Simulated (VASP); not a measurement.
Write the native input for VASP 6.6.1 that does the following.

```yaml
Task: single point
Functional: PBE
Potentials_or_basis: VASP PAW PBE potentials, release 64 (Ga_d, As)
Cutoff: 520 eV
k_mesh: 8 × 8 × 8
Occupations: fermi-dirac, width 0.02 eV
Spin: no spin polarisation
Dipole_correction: no
Further_INCAR_settings: ALGO = Normal; EDIFF = 1e-06; NBANDS = 16
```

The structure of GaAs lies in POSCAR:

```
GaAs
1.0
    0.0000000000      2.7480925426      2.7480925426
    2.7480925426      0.0000000000      2.7480925426
    2.7480925426      2.7480925426      0.0000000000
Ga As
1 1
Direct
    0.0000000000      0.0000000000      0.0000000000
    0.2500000000      0.2500000000      0.2500000000
```

This cell differs from its parent crystal: strain -3.0%.

These files were run (other wordings do the same):

INCAR

```
  ALGO = Normal
  EDIFF = 1E-6
  ENCUT = 520
  GGA = PE
  ISIF = 2
  ISMEAR = -1
  LASPH = T
  LCHARG = T
  LELF = T
  LREAL = F
  LVHAR = T
  LWAVE = F
  NBANDS = 16
  NELM = 100
  PREC = Accurate
  SIGMA = 0.02
```

KPOINTS

```
k-points
0
Gamma
  8 8 8
```

Potentials or basis: VASP PAW PBE potentials, release 64 (Ga_d, As).

Run with:

```sh
$ cat potpaw_PBE.64/Ga_d/POTCAR potpaw_PBE.64/As/POTCAR > POTCAR
$ mpirun -np 1 vasp_std > vasp.out
```

It gave:

```json
{
 "Pressure": "11.3 GPa",
 "Band gap on the k mesh": "1.18 eV"
}
```

Caveat: the cell differs from its parent crystal (strain -3.0%); the cell stands under pressure.

Wall time 38 s on 1 thread of Intel(R) Xeon(R) Platinum 8175M CPU @ 2.50GHz (Skylake/Cascade Lake), on a shared host, peak memory 0.17 GiB.
